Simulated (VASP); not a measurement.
Runs of VASP 6.6.1 on MoS2. The structure is that of space group P6_3/mmc (No. 194), or close to it. The cells are those of the table. 

```csv
cell,smearing,gap on the mesh (eV),pressure (GPa),largest force (eV/Å)
"a = 3.299, b = 3.299, c = 12.822 Å, angles 90.0, 90.0, 120.0°, 6 atoms",methfessel-paxton 0.115 eV,(c),-13.6,1.34
"a = 3.267, b = 3.267, c = 13.073 Å, angles 90.0, 90.0, 120.0°, 6 atoms",methfessel-paxton 0.149 eV,(b),-13.9,1.67
"a = 3.267, b = 3.267, c = 13.199 Å, angles 90.0, 90.0, 120.0°, 6 atoms",methfessel-paxton 0.153 eV,1.06,-14.8,1.88
"a = 3.299, b = 3.299, c = 13.073 Å, angles 90.0, 90.0, 120.0°, 6 atoms",methfessel-paxton 0.142 eV,1.00,-15.4,1.78
"a = 3.267, b = 3.267, c = 12.947 Å, angles 90.0, 90.0, 120.0°, 6 atoms",methfessel-paxton 0.143 eV,1.00,-13.0,1.44
"a = 3.299, b = 3.299, c = 12.947 Å, angles 90.0, 90.0, 120.0°, 6 atoms",methfessel-paxton 0.13 eV,0.91,(a),1.57
```

Alike in all rows: task single point; level PBEsol; potentials or basis VASP PAW PBE potentials, release 64 (Mo_sv, S); no spin polarisation; k mesh 12 × 12 × 2; cutoff (eV) 520.

Question: Estimate the missing entries.

Answer: (a) -14.6; (b) 1.03; (c) 0.80.

Caveats: the cell stands under tension; the PAW data sets were made with another functional, which shifts forces and pressure a little; this functional lacks dispersion, which binds layers or chains, so the pressure and a relaxed spacing across them are unreliable.

A k mesh can miss the band edges, and the runs leave out spin-orbit coupling on Mo.
